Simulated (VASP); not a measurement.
# Al3Ni3C in VASP: notebook

Al3Ni3C is run at these levels: PBEsol; tasks: single point.

Everything below comes from runs of VASP 6.6.1. Logs are shortened: lines on timing, memory, paths and dates and some standing lists are left out, and cuts for length are marked.

## (1) The cell of the first run

The cell holds a slab with vacuum, 7 atoms: a = 2.862 Å, b = 2.862 Å, c = 26.155 Å, α = 90.00°, β = 90.00°, γ = 90.00°.

## (2) Single point, PBEsol

The input, INCAR:

```
PREC = Accurate
ENCUT = 520
EDIFF = 1E-7
ISMEAR = 0
SIGMA = 0.1
LREAL = False
LASPH = True
NELM = 60
ALGO = Normal
ISIF = 2
LWAVE = False
LCHARG = False
LDIPOL = True
IDIPOL = 3
DIPOL = 0.5 0.5 0.492
GGA = PS
NBANDS = 30
```

The input, KPOINTS:

```
regular mesh
0
Gamma
  10 10 1
```

The input, POSCAR:

```
Al3Ni3C
1.0
    2.8621655520      0.0000000000      0.0000000000
    0.0000000000      2.8621655520      0.0000000000
    0.0000000000      0.0000000000     26.1554138800
Ni Al C
3 3 1
Direct
    0.5000000000      0.5000000000      0.3249805198
    0.5000000000      0.5000000000      0.4344097021
    0.5000000000      0.5000000000      0.5428494660
    0.0000000000      0.0000000000      0.3796951110
    0.0000000000      0.0000000000      0.4886083133
    0.0000000000      0.0000000000      0.5997805300
    0.0000000000      0.0000000000      0.6754952280
```

Potentials or basis: VASP PAW PBE potentials, release 64 (Ni, Al, C).

Command:

```bash
$ cat potpaw_PBE.64/Ni/POTCAR potpaw_PBE.64/Al/POTCAR potpaw_PBE.64/C/POTCAR > POTCAR
$ mpirun -np 1 vasp_std > vasp.out
```

OUTCAR:

```text
PREC = Accurate
   ENCUT = 520
   EDIFF = 1E-7
   ISMEAR = 0
   LREAL = False
   LASPH = True
   NELM = 60
   ISIF = 2
   GGA = PS

 ion  position               nearest neighbor table
   1  0.500  0.500  0.325-   4 2.48   4 2.48   4 2.48   4 2.48   2 2.86
   2  0.500  0.500  0.434-   5 2.47   5 2.47   5 2.47   5 2.47   4 2.48   4 2.48   4 2.48   4 2.48
                             3 2.84   1 2.86
   3  0.500  0.500  0.543-   5 2.47   5 2.47   5 2.47   5 2.47   6 2.51   6 2.51   6 2.51   6 2.51
                             2 2.84
   4  0.000  0.000  0.380-   2 2.48   2 2.48   2 2.48   2 2.48   1 2.48   1 2.48   1 2.48   1 2.48
                             5 2.85
   5  0.000  0.000  0.489-   2 2.47   2 2.47   2 2.47   2 2.47   3 2.47   3 2.47   3 2.47   3 2.47
                             4 2.85   6 2.91
   6  0.000  0.000  0.600-   7 1.98   3 2.51   3 2.51   3 2.51   3 2.51   5 2.91
   7  0.000  0.000  0.675-   6 1.98

  LATTYP: Found a simple tetragonal cell.
 ALAT       =     2.8621655520
 C/A-ratio  =     9.1383301926

  Lattice vectors:

 A1 = (   2.8621655520,   0.0000000000,   0.0000000000)
 A2 = (   0.0000000000,   2.8621655520,   0.0000000000)
 A3 = (   0.0000000000,   0.0000000000,  26.1554138800)

Analysis of symmetry for initial positions (statically):
=====================================================================
 Subroutine PRICEL returns:
 Original cell was already a primitive cell.

 Routine SETGRP: Setting up the symmetry group for a
 simple tetragonal supercell.

 Subroutine GETGRP returns: Found  8 space group operations
 (whereof  8 operations were pure point group operations)
 out of a pool of 16 trial point group operations.

The static configuration has the point symmetry C_4v.

Analysis of symmetry for dynamics (positions and initial velocities):
=====================================================================
 Subroutine PRICEL returns:
 Original cell was already a primitive cell.

 Routine SETGRP: Setting up the symmetry group for a
 simple tetragonal supercell.

 Subroutine GETGRP returns: Found  8 space group operations
 (whereof  8 operations were pure point group operations)
 out of a pool of 16 trial point group operations.

The dynamic configuration has the point symmetry C_4v.

 Subroutine INISYM returns: Found  8 space group operations
 (whereof  8 operations are pure point group operations),
 and found     1 'primitive' translations

----------------------------------------------------------------------------------------
[... 112 lines left out ...]
   EMIN   =  10.00;   EMAX   =-10.00  energy-range for DOS
   EFERMI =   0.00;   METHOD = LEGACY
   ISMEAR =     0;   SIGMA  =   0.10  broadening in eV -4-tet -1-fermi 0-gaus
   EFERMI_NEDOS =   21; number of points for ismear=-14 and -15
   IALGO  =     38    algorithm
   IMIX   =      4    mixing-type and parameters
     AMIX     =   0.40;   BMIX     =  1.00
     AMIX_MAG =   1.60;   BMIX_MAG =  1.00
  volume/ion in A,a.u.               =      30.61       206.56
  Fermi-wavevector in a.u.,A,eV,Ry     =   0.958475  1.811254 12.499313  0.918674
  Thomas-Fermi vector in A             =   2.087585
   LORBIT       =      0    0 simple, 1 ext, 2 COOP (PROOUT), +10 PAW based schemes
   GGA     = PS    functional components
   LHFCALC =     F    Hartree Fock is set to
   AEXX    =    0.0000 exact exchange contribution
   IVDW    =     0    specifies the selected vdW correction
   LEPSILON=     F    determine dielectric tensor
   LRPA    =     F    only Hartree local field effects (RPA)
 non-spin polarized calculation
 Gauss-broadening in eV      SIGMA  =   0.10
  energy-cutoff  :      520.00
  volume of cell :      214.26
 maximum number of plane-waves:      5817
 NGX is ok and might be reduce to    24
   NGX = 11   NGY = 11   NGZ = 97

 dipolmoment           0.000000      0.000000     -0.000006 electrons x Angstroem

 number of electron      43.0000020 magnetization

 dipolmoment           0.000000      0.000000      0.131793 electrons x Angstroem

 Free energy of the ion-electron system (eV)
  ---------------------------------------------------
  ext. energy  EPLUGINS =         0.00000000
  ---------------------------------------------------
  free energy    TOTEN  =       -36.65618823 eV

  energy without entropy =      -36.62825102  energy(sigma->0) =      -36.64221963

 E-fermi :  -0.3523     XC(G=0):  -5.4284

 val. band max:       -0.3652031787   @ k =   0.4000   0.0000   0.0000
 cond. band min:      -0.3118713709   @ k =   0.4000   0.4000   0.0000
 fundamental gap:      0.0533318077
 Fermi energy:        -0.3523449026

 k-point     1 :       0.0000    0.0000    0.0000
  band No.  band energies     occupation
      1     -11.2416      2.00000
      2     -10.6719      2.00000
      3      -9.4075      2.00000
      4      -7.4306      2.00000
      5      -5.2377      2.00000
      6      -3.7684      2.00000
[... 682 lines left out ...]
     29       2.4386      0.00000
     30       3.0385      0.00000

------------------------ aborting loop because EDIFF is reached ----------------------------------------

 vacuum level on the upper side and lower side of the slab       (xc-potential included)         1.415        -1.438

  FORCE on cell =-STRESS in cart. coord.  units (eV):
  Direction    XX          YY          ZZ          XY          YZ          ZX
  --------------------------------------------------------------------------------------
  -------------------------------------------------------------------------------------
  Total       -5.5613888     -5.5613888     -0.5813239      0.0000000      0.0000000      0.0000000
  in kB      -41.5855784    -41.5855784     -4.3468798      0.0000000      0.0000000      0.0000000
  external PRESSURE =     -29.1726789 kB  Pullay stress =       0.0000000 kB

 VOLUME and BASIS-vectors are now :
 -----------------------------------------------------------------------------
  energy-cutoff  :      520.00
  volume of cell :      214.26
      direct lattice vectors                 reciprocal lattice vectors
     2.862165552  0.000000000  0.000000000     0.349385800  0.000000000  0.000000000
     0.000000000  2.862165552  0.000000000     0.000000000  0.349385800  0.000000000
     0.000000000  0.000000000 26.155413880     0.000000000  0.000000000  0.038233002

 POSITION                                       TOTAL-FORCE (eV/Angst)
 -----------------------------------------------------------------------------------
      1.43108      1.43108      8.50000         0.000000      0.000000      0.717730
      1.43108      1.43108     11.36217        -0.000000      0.000000      0.279939
      1.43108      1.43108     14.19845         0.000000      0.000000      0.009626
      0.00000      0.00000      9.93108         0.000000     -0.000000     -1.004983
      0.00000      0.00000     12.77975         0.000000      0.000000      0.000741
      0.00000      0.00000     15.68751         0.000000      0.000000     -0.003361
      0.00000      0.00000     17.66786         0.000000      0.000000      0.000307
 -----------------------------------------------------------------------------------
    total drift:                                0.000000     -0.000000      0.000709

  FREE ENERGIE OF THE ION-ELECTRON SYSTEM (eV)
  ---------------------------------------------------
  free  energy   TOTEN  =       -36.6561882318 eV

  energy  without entropy=      -36.6282510191  energy(sigma->0) =      -36.64221963

 vacuum level on the upper side and lower side of the slab         7.297         4.383
```

OSZICAR:

```text
N       E                     dE             d eps       ncg     rms          rms(c)
DAV:   1     0.263083866653E+03    0.26308E+03   -0.17132E+04  1260   0.126E+03
DAV:   2    -0.193334018672E+02   -0.28242E+03   -0.27269E+03  1362   0.297E+02
DAV:   3    -0.423656379611E+02   -0.23032E+02   -0.22205E+02  1680   0.103E+02
[... 30 lines left out ...]
DAV:  34    -0.366561873154E+02   -0.12426E-05   -0.27472E-07   966   0.421E-03    0.424E-03
DAV:  35    -0.366561874993E+02   -0.18391E-06   -0.99379E-08   834   0.283E-03    0.345E-03
DAV:  36    -0.366561878519E+02   -0.35265E-06   -0.63666E-08   930   0.197E-03    0.270E-03
DAV:  37    -0.366561881372E+02   -0.28526E-06   -0.35541E-08   888   0.113E-03    0.207E-03
DAV:  38    -0.366561882318E+02   -0.94591E-07   -0.12765E-08   872   0.681E-04
   1 F= -.36656188E+02 E0= -.36642220E+02  d E =-.279372E-01
```

stdout:

```text
POSCAR found type information on POSCAR NiAlC
 POSCAR found :  3 types and       7 ions
 scaLAPACK will be used
 -----------------------------------------------------------------------------
|                                                                             |
|                                                                             |
|     You enforced a specific xc type in the INCAR file but a different       |
|     I HOPE YOU KNOW WHAT YOU ARE DOING!                                     |
|                                                                             |
 -----------------------------------------------------------------------------

 LDA part: xc-table for (Slater+PW92), standard interpolation
 POSCAR, INCAR and KPOINTS ok, starting setup
 FFT: planning ... GRIDC
 FFT: planning ... GRID_SOFT
 FFT: planning ... GRID
 WAVECAR not read
 entering main loop
```

It took 3.1 min on 1 thread of Intel Xeon 6975P-C (Granite Rapids), shared host; peak memory 0.4 GiB.

Results:

```yaml
Free_energy: -36.6562 eV
Largest_force: 1.005 eV/Å
Band_gap_on_the_k_mesh: zero (an odd number of electrons rules out a gap without spin polarisation)
```

Forces in eV/Å, atoms in the order of the input:
```
Ni   0.000  0.000  0.718
Ni   0.000  0.000  0.280
Ni   0.000  0.000  0.010
Al   0.000  0.000 -1.005
Al   0.000  0.000  0.001
Al   0.000  0.000 -0.003
C    0.000  0.000  0.000
```

Levels at points of the mesh, in eV from the Fermi level:
```
           k point  band 19  band 20  band 21  band 22  band 23  band 24
(0.00, 0.00, 0.00)    -0.88    -0.66    -0.55     0.74     2.62     2.62
(0.50, 0.00, 0.00)    -0.78    -0.75    -0.72    -0.61    -0.42    -0.19
(0.50, 0.50, 0.00)    -0.70    -0.17     0.32     0.36     0.36     1.62
```

Caveat: the PAW data sets were made with another functional, which shifts forces and pressure a little.

## (3) Single point, PBEsol

The input, INCAR:

```
  PREC = Accurate
  ENCUT = 520
  EDIFF = 1E-6
  ISMEAR = 0
  SIGMA = 0.1
  LREAL = False
  LASPH = True
  NELM = 80
  ALGO = Normal
  ISIF = 2
  LWAVE = False
  LCHARG = False
  LDIPOL = True
  IDIPOL = 3
  DIPOL = 0.5 0.5 0.485
  GGA = PS
  NBANDS = 30
```

The input, KPOINTS:

```
Automatic mesh
0
Gamma
  10 10 1
```

The input, POSCAR:

```
Al3Ni3C
1.0
    2.8621655520      0.0000000000      0.0000000000
    0.0000000000      2.8621655520      0.0000000000
    0.0000000000      0.0000000000     26.1554138800
Ni Al C
3 3 1
Direct
    0.5000000000      0.5000000000      0.3249805198
    0.5000000000      0.5000000000      0.4344097021
    0.5000000000      0.5000000000      0.5399915460
    0.0000000000      0.0000000000      0.3796951110
    0.0000000000      0.0000000000      0.4877303007
    0.0000000000      0.0000000000      0.6116080196
    0.5000000000      0.5000000000      0.6140524447
```

Potentials or basis: VASP PAW PBE potentials, release 64 (Ni, Al, C).

Command:

```bash
$ cat potpaw_PBE.64/Ni/POTCAR potpaw_PBE.64/Al/POTCAR potpaw_PBE.64/C/POTCAR > POTCAR
$ mpirun -np 1 vasp_std > vasp.out
```

OUTCAR:

```text
PREC = Accurate
   ENCUT = 520
   EDIFF = 1E-6
   ISMEAR = 0
   LREAL = False
   LASPH = True
   NELM = 80
   ISIF = 2
   GGA = PS

 ion  position               nearest neighbor table
   1  0.500  0.500  0.325-   4 2.48   4 2.48   4 2.48   4 2.48   2 2.86
   2  0.500  0.500  0.434-   5 2.46   5 2.46   5 2.46   5 2.46   4 2.48   4 2.48   4 2.48   4 2.48
                             3 2.76   1 2.86
   3  0.500  0.500  0.540-   7 1.94   5 2.44   5 2.44   5 2.44   5 2.44   6 2.76   6 2.76   6 2.76
                             6 2.76   2 2.76
   4  0.000  0.000  0.380-   2 2.48   2 2.48   2 2.48   2 2.48   1 2.48   1 2.48   1 2.48   1 2.48
                             5 2.83
   5  0.000  0.000  0.488-   3 2.44   3 2.44   3 2.44   3 2.44   2 2.46   2 2.46   2 2.46   2 2.46
                             4 2.83   6 3.24
   6  0.000  0.000  0.612-   7 2.02   7 2.02   7 2.02   7 2.02   3 2.76   3 2.76   3 2.76   3 2.76
[... 910 lines left out ...]
 VOLUME and BASIS-vectors are now :
 -----------------------------------------------------------------------------
  energy-cutoff  :      520.00
  volume of cell :      214.26
      direct lattice vectors                 reciprocal lattice vectors
     2.862165552  0.000000000  0.000000000     0.349385800  0.000000000  0.000000000
     0.000000000  2.862165552  0.000000000     0.000000000  0.349385800  0.000000000
     0.000000000  0.000000000 26.155413880     0.000000000  0.000000000  0.038233002

 POSITION                                       TOTAL-FORCE (eV/Angst)
 -----------------------------------------------------------------------------------
      1.43108      1.43108      8.50000        -0.000000      0.000000      0.726293
      1.43108      1.43108     11.36217        -0.000000     -0.000000      0.386953
      1.43108      1.43108     14.12370        -0.000000     -0.000000      0.002204
      0.00000      0.00000      9.93108        -0.000000      0.000000     -1.115537
      0.00000      0.00000     12.75679        -0.000000      0.000000     -0.020783
      0.00000      0.00000     15.99686        -0.000000      0.000000     -0.004683
      1.43108      1.43108     16.06080         0.000000      0.000000      0.025553
 -----------------------------------------------------------------------------------
    total drift:                                0.000000     -0.000000      0.000936

  FREE ENERGIE OF THE ION-ELECTRON SYSTEM (eV)
  ---------------------------------------------------
  free  energy   TOTEN  =       -40.3305272126 eV

  energy  without entropy=      -40.3098202953  energy(sigma->0) =      -40.32017375

 vacuum level on the upper side and lower side of the slab         4.831         5.418
```

Run time: 2.6 min. Hardware: 1 thread of Intel Xeon 6975P-C (Granite Rapids), shared host; peak memory 0.39 GiB.

Results:

- Free energy: -40.3305 eV
- Largest force: 1.116 eV/Å
- Band gap on the k mesh: zero (an odd number of electrons rules out a gap without spin polarisation)

Forces on the atoms (eV/Å):
```
Ni   0.000  0.000  0.726
Ni   0.000  0.000  0.387
Ni   0.000  0.000  0.002
Al   0.000  0.000 -1.116
Al   0.000  0.000 -0.021
Al   0.000  0.000 -0.005
C    0.000  0.000  0.026
```

Caveat: the PAW data sets were made with another functional, which shifts forces and pressure a little. Spin polarisation is off, so any magnetic state and its effect on volume and gap are missing.
